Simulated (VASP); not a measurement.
# Ta in VASP: a series of runs

Runs on Ta. Level: LDA. Tasks: single point.

Everything below comes from runs of VASP 6.6.1. Logs are shortened: lines on timing, memory, paths and dates and some standing lists are left out, and cuts for length are marked.

### 1 The cell of the first run

The cell holds a slab with vacuum, 5 atoms: a = 3.253 Å, b = 3.253 Å, c = 22.506 Å, α = 90.00°, β = 90.00°, γ = 90.00°.

### 2 Single point, LDA

INCAR reads:

```
PREC = Accurate ; ENCUT = 520
EDIFF = 1E-7 ; ISMEAR = -1
SIGMA = 0.05 ; LREAL = False
LASPH = True ; NELM = 80
ALGO = Normal ; ISIF = 2
LWAVE = False ; LCHARG = True
LDIPOL = True ; IDIPOL = 3
DIPOL = 0.5 0.5 0.500 ; LELF = True
LVHAR = True ; LVACPOTAV = True
NBANDS = 36
```

KPOINTS reads:

```
regular mesh
0
Gamma
  11 11 1
```

POSCAR reads:

```
Ta
1.0
    3.2528507656      0.0000000000      0.0000000000
    0.0000000000      3.2528507656      0.0000000000
    0.0000000000      0.0000000000     22.5057000000
Ta
5
Direct
    0.0000000000      0.0000000000      0.3554654704
    0.5000000000      0.5000000000      0.4277327350
    0.0000000000      0.0000000000      0.5000000000
    0.5000000000      0.5000000000      0.5722672650
    0.0000000000      0.0000000000      0.6445345296
```

Potentials or basis: VASP PAW LDA potentials, release 64 (Ta_pv).

Started as:

```bash
$ cat potpaw_LDA.64/Ta_pv/POTCAR > POTCAR
$ mpirun -np 1 vasp_std > vasp.out
```

OUTCAR:

```text
PREC = Accurate
   ENCUT = 520
   EDIFF = 1E-7
   ISMEAR = -1
   LREAL = False
   LASPH = True
   NELM = 80
   ISIF = 2

 ion  position               nearest neighbor table
   1  0.000  0.000  0.355-   2 2.82   2 2.82   2 2.82   2 2.82   3 3.25
   2  0.500  0.500  0.428-   1 2.82   1 2.82   1 2.82   1 2.82   3 2.82   3 2.82   3 2.82   3 2.82
                             4 3.25
   3  0.000  0.000  0.500-   2 2.82   4 2.82   2 2.82   4 2.82   2 2.82   4 2.82   2 2.82   4 2.82
                             1 3.25   5 3.25
   4  0.500  0.500  0.572-   5 2.82   5 2.82   5 2.82   5 2.82   3 2.82   3 2.82   3 2.82   3 2.82
                             2 3.25
   5  0.000  0.000  0.645-   4 2.82   4 2.82   4 2.82   4 2.82   3 3.25

  LATTYP: Found a simple tetragonal cell.
 ALAT       =     3.2528507656
 C/A-ratio  =     6.9187619174

  Lattice vectors:

 A1 = (   3.2528507656,   0.0000000000,   0.0000000000)
 A2 = (   0.0000000000,   3.2528507656,   0.0000000000)
 A3 = (   0.0000000000,   0.0000000000,  22.5057000000)

Analysis of symmetry for initial positions (statically):
=====================================================================
 Subroutine PRICEL returns:
 Original cell was already a primitive cell.

 Routine SETGRP: Setting up the symmetry group for a
 simple tetragonal supercell.

 Subroutine GETGRP returns: Found 16 space group operations
 (whereof 16 operations were pure point group operations)
 out of a pool of 16 trial point group operations.

The static configuration has the point symmetry D_4h.

Analysis of symmetry for dynamics (positions and initial velocities):
=====================================================================
 Subroutine PRICEL returns:
 Original cell was already a primitive cell.

 Routine SETGRP: Setting up the symmetry group for a
 simple tetragonal supercell.

 Subroutine GETGRP returns: Found 16 space group operations
 (whereof 16 operations were pure point group operations)
 out of a pool of 16 trial point group operations.

The dynamic configuration has the point symmetry D_4h.

 Subroutine INISYM returns: Found 16 space group operations
 (whereof 16 operations are pure point group operations),
 and found     1 'primitive' translations

----------------------------------------------------------------------------------------

                                     Primitive cell

  volume of cell :     238.1337

  direct lattice vectors                    reciprocal lattice vectors
     3.252850766  0.000000000  0.000000000     0.307422649  0.000000000  0.000000000
     0.000000000  3.252850766  0.000000000     0.000000000  0.307422649  0.000000000
     0.000000000  0.000000000 22.505700000     0.000000000  0.000000000  0.044433188

  length of vectors
     3.252850766  3.252850766 22.505700000     0.307422649  0.307422649  0.044433188

  position of ions in fractional coordinates (direct lattice)
     0.000000000  0.000000000  0.355465470
     0.500000000  0.500000000  0.427732735
     0.000000000  0.000000000  0.500000000
     0.500000000  0.500000000  0.572267265
     0.000000000  0.000000000  0.644534530

  ion indices of the primitive-cell ions
   primitive index   ion index
                 1           1
                 2           2
                 3           3
                 4           4
                 5           5

----------------------------------------------------------------------------------------

 KPOINTS: regular mesh

Automatic generation of k-mesh.
 Grid dimensions read from file:
 generate k-points for:   11   11    1

 Generating k-lattice:

  Cartesian coordinates                     Fractional coordinates (reciprocal lattice)
     0.027947514  0.000000000  0.000000000     0.090909091  0.000000000  0.000000000
     0.000000000  0.027947514  0.000000000     0.000000000  0.090909091  0.000000000
     0.000000000  0.000000000  0.044433188     0.000000000  0.000000000  1.000000000

  Length of vectors
     0.027947514  0.027947514  0.044433188

  Shift w.r.t. Gamma in fractional coordinates (k-lattice)
     0.000000000  0.000000000  0.000000000

 Subroutine IBZKPT returns following result:
 ===========================================

 Found     21 irreducible k-points:

 Following reciprocal coordinates:
            Coordinates               Weight
  0.000000  0.000000  0.000000      1.000000
  0.090909  0.000000  0.000000      4.000000
  0.181818  0.000000  0.000000      4.000000
  0.272727  0.000000  0.000000      4.000000
  0.363636  0.000000  0.000000      4.000000
  0.454545  0.000000  0.000000      4.000000
[... 13 lines left out ...]
  0.454545  0.363636  0.000000      8.000000
  0.454545  0.454545  0.000000      4.000000
   k-points           NKPTS =     21   k-points in BZ     NKDIM =     21   number of bands    NBANDS=     36
   number of dos      NEDOS =    301   number of ions     NIONS =      5
   total plane-waves  NPLWV =  96768
   dimension x,y,z NGX =    24 NGY =   24 NGZ =  168
   dimension x,y,z NGXF=    48 NGYF=   48 NGZF=  336
   ions per type =               5
   NGX,Y,Z   is equivalent  to a cutoff of  12.27, 12.27, 12.41 a.u.
   NGXF,Y,Z  is equivalent  to a cutoff of  24.53, 24.53, 24.82 a.u.
 SYSTEM =  unknown system
   PREC   = accura    normal or accurate (medium, high low for compatibility)
   ISTART =      0    job   : 0-new  1-cont  2-samecut
   ICHARG =      2    charge: 1-file 2-atom 10-const
   ISPIN  =      1    spin polarized calculation?
   LNONCOLLINEAR =      F non collinear calculations
   LSORBIT =      F    spin-orbit coupling
   LASPH  =      T    aspherical Exc in radial PAW
   ENCUT  =  520.0 eV  38.22 Ry    6.18 a.u.   6.05  6.05 41.85*2*pi/ulx,y,z
   NELM   =     80;   NELMIN=  2; NELMDL= -5     # of ELM steps
   EDIFF  = 0.1E-06   stopping-criterion for ELM
   LREAL  =      F    real-space projection
   EDIFFG = 0.1E-05   stopping-criterion for IOM
   NSW    =      0    number of steps for IOM
   IBRION =     -1    ionic relax: 0-MD 1-quasi-New 2-CG
   NFREE  =      0    steps in history (QN), initial steepest desc. (CG)
   ISIF   =      2    stress and relaxation
   ISYM   =      2    0-nonsym 1-usesym 2-fastsym
   POTIM  = 0.5000    time-step for ionic-motion
   TEBEG  =    0.0;   TEEND  =   0.0 temperature during run
   PSTRESS=    0.0 pullay stress
   NELECT =      55.0000    total number of electrons
   NUPDOWN=      -1.0000    fix difference up-down
   EMIN   =  10.00;   EMAX   =-10.00  energy-range for DOS
   EFERMI =   0.00;   METHOD = LEGACY
   ISMEAR =    -1;   SIGMA  =   0.05  broadening in eV -4-tet -1-fermi 0-gaus
   EFERMI_NEDOS =   21; number of points for ismear=-14 and -15
   IALGO  =     38    algorithm
   IMIX   =      4    mixing-type and parameters
     AMIX     =   0.40;   BMIX     =  1.00
     AMIX_MAG =   1.60;   BMIX_MAG =  1.00
  volume/ion in A,a.u.               =      47.63       321.40
  Fermi-wavevector in a.u.,A,eV,Ry     =   1.004436  1.898108 13.726796  1.008891
  Thomas-Fermi vector in A             =   2.137051
   LORBIT       =      0    0 simple, 1 ext, 2 COOP (PROOUT), +10 PAW based schemes
   GGA     = CA    functional components
   LHFCALC =     F    Hartree Fock is set to
   AEXX    =    0.0000 exact exchange contribution
   IVDW    =     0    specifies the selected vdW correction
   LEPSILON=     F    determine dielectric tensor
   LRPA    =     F    only Hartree local field effects (RPA)
 non-spin polarized calculation
  energy-cutoff  :      520.00
  volume of cell :      238.13
 maximum number of plane-waves:      6464
   NGX = 13   NGY = 13   NGZ = 83

 dipolmoment           0.000000      0.000000      0.000000 electrons x Angstroem

 number of electron      55.0000014 magnetization

 dipolmoment           0.000000      0.000000     -0.000000 electrons x Angstroem

 Free energy of the ion-electron system (eV)
  ---------------------------------------------------
  ext. energy  EPLUGINS =         0.00000000
  ---------------------------------------------------
  free energy    TOTEN  =       -60.00807246 eV

  energy without entropy =      -59.96365665  energy(sigma->0) =      -59.98586456

 E-fermi :  -0.2895     XC(G=0):  -5.8660

 val. band max:       -0.3161147837   @ k =   0.0000   0.0000   0.0000
 cond. band min:      -0.2827653265   @ k =   0.3636   0.0909   0.0000
 fundamental gap:      0.0333494571
 Fermi energy:        -0.2895359805

 k-point     1 :       0.0000    0.0000    0.0000
  band No.  band energies     occupation
      1     -34.8619      2.00000
      2     -34.8556      2.00000
      3     -34.6845      2.00000
      4     -34.6845      2.00000
      5     -34.6766      2.00000
      6     -34.6766      2.00000
[... 28 lines left out ...]
     35       2.4641      0.00000
     36       2.5426      0.00000

 k-point     2 :       0.0909    0.0000    0.0000
  band No.  band energies     occupation
      1     -34.8661      2.00000
      2     -34.8585      2.00000
      3     -34.7067      2.00000
      4     -34.7056      2.00000
      5     -34.6778      2.00000
      6     -34.6708      2.00000
[... 28 lines left out ...]
     35       1.8476      0.00000
     36       2.2090      0.00000

 k-point     3 :       0.1818    0.0000    0.0000
  band No.  band energies     occupation
      1     -34.8772      2.00000
      2     -34.8707      2.00000
      3     -34.7734      2.00000
      4     -34.7673      2.00000
      5     -34.6598      2.00000
      6     -34.6552      2.00000
[... 28 lines left out ...]
     35       1.9442      0.00000
     36       2.0591      0.00000
[... 625 lines left out ...]
 k-point    20 :       0.4545    0.3636    0.0000
  band No.  band energies     occupation
      1     -34.9478      2.00000
      2     -34.9341      2.00000
      3     -34.9257      2.00000
      4     -34.9106      2.00000
      5     -34.7770      2.00000
      6     -34.7702      2.00000
[... 28 lines left out ...]
     35       3.2787      0.00000
     36       3.8327      0.00000

 k-point    21 :       0.4545    0.4545    0.0000
  band No.  band energies     occupation
      1     -34.9613      2.00000
      2     -34.9590      2.00000
      3     -34.9371      2.00000
      4     -34.9351      2.00000
      5     -34.7716      2.00000
      6     -34.7643      2.00000
[... 28 lines left out ...]
     35       3.6414      0.00000
     36       3.9859      0.00000

------------------------ aborting loop because EDIFF is reached ----------------------------------------

  FORCE on cell =-STRESS in cart. coord.  units (eV):
  Direction    XX          YY          ZZ          XY          YZ          ZX
  --------------------------------------------------------------------------------------
  -------------------------------------------------------------------------------------
  Total       -6.3142170     -6.3142170     -4.7604094      0.0000000      0.0000000      0.0000000
  in kB      -42.4824232    -42.4824232    -32.0283144      0.0000000      0.0000000      0.0000000
  external PRESSURE =     -38.9977202 kB  Pullay stress =       0.0000000 kB

 VOLUME and BASIS-vectors are now :
 -----------------------------------------------------------------------------
  energy-cutoff  :      520.00
  volume of cell :      238.13
      direct lattice vectors                 reciprocal lattice vectors
     3.252850766  0.000000000  0.000000000     0.307422649  0.000000000  0.000000000
     0.000000000  3.252850766  0.000000000     0.000000000  0.307422649  0.000000000
     0.000000000  0.000000000 22.505700000     0.000000000  0.000000000  0.044433188

 POSITION                                       TOTAL-FORCE (eV/Angst)
 -----------------------------------------------------------------------------------
      0.00000      0.00000      8.00000        -0.000000     -0.000000      1.520919
      1.62643      1.62643      9.62642         0.000000      0.000000     -1.586480
      0.00000      0.00000     11.25285        -0.000000     -0.000000      0.000000
      1.62643      1.62643     12.87928        -0.000000      0.000000      1.586480
      0.00000      0.00000     14.50570        -0.000000     -0.000000     -1.520919
 -----------------------------------------------------------------------------------
    total drift:                                0.000000      0.000000      0.000000

  FREE ENERGIE OF THE ION-ELECTRON SYSTEM (eV)
  ---------------------------------------------------
  free  energy   TOTEN  =       -60.0080724572 eV

  energy  without entropy=      -59.9636566531  energy(sigma->0) =      -59.98586456

 vacuum level on the upper side and lower side of the slab         3.930         3.930
```

Wall time 85 s (1 thread of Intel Xeon 6975P-C (Granite Rapids), shared host); peak memory 0.31 GiB.

What came out:

```yaml
Free_energy: -60.0081 eV
Largest_force: 1.586 eV/Å
Band_gap_on_the_k_mesh: zero (an odd number of electrons rules out a gap without spin polarisation)
```

Forces in eV/Å, atoms in the order of the input:
```
Ta   0.000  0.000  1.521
Ta   0.000  0.000 -1.586
Ta   0.000  0.000  0.000
Ta   0.000  0.000  1.586
Ta   0.000  0.000 -1.521
```

Caveat: spin-orbit coupling is left out, which moves the levels of the heavy elements.

(Continued in part 2 of 2.)
